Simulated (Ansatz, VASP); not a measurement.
**Two plane-wave programs on Ti5SiMo**

```
Ti Si Mo
1.0
     4.45646   -0.00064   -0.00023
    -0.00064    4.45662   -0.00029
    -0.00050   -0.00068    6.09997
Ti Si Mo
5 1 1
Cartesian
  4.4561 2.2275 1.5753
  4.4558 2.2272 4.5239
  2.2281 -0.0004 1.5757
  2.2278 -0.0009 4.5241
  -0.0001 -0.0001 0.0001
  -0.0003 -0.0003 3.0499
  2.2280 2.2280 -0.0003
```

Change from the starting cell: cell x1, atoms moved at random (sigma 0.05 Å) and cell strained at random (1.5 %), then relaxed without symmetry.

Alike in both runs: functional PBE; k mesh 6 × 6 × 4; occupations gaussian, width 0.2 eV; no spin polarisation.

Ansatz relaxed the structure, and its values are those at the end. VASP's run is a single point on that final structure, the one shown.

```csv
,VASP,Ansatz
version,VASP 6.6.1,Ansatz 0.2.0
potentials or method,"VASP PAW PBE potentials, release 64 (Ti_sv, Si, Mo_sv), cutoff 520 eV","scalar-relativistic, plane waves, PAW"
valence electrons in the cell,78,78
```

Ansatz gave:

| Quantity | Value |
| --- | --- |
| gap on the k mesh at the Fermi level (eV) | none |
| pressure (GPa) | 0.0 |

Q: What did VASP give for the same quantities?

A: gap on the k mesh at the Fermi level (eV): none; pressure (GPa): -0.1.

A gap of «none» marks a metal or a gap that the smearing closes. The functional is the same, so the differences come from potentials, cutoffs and numerics.
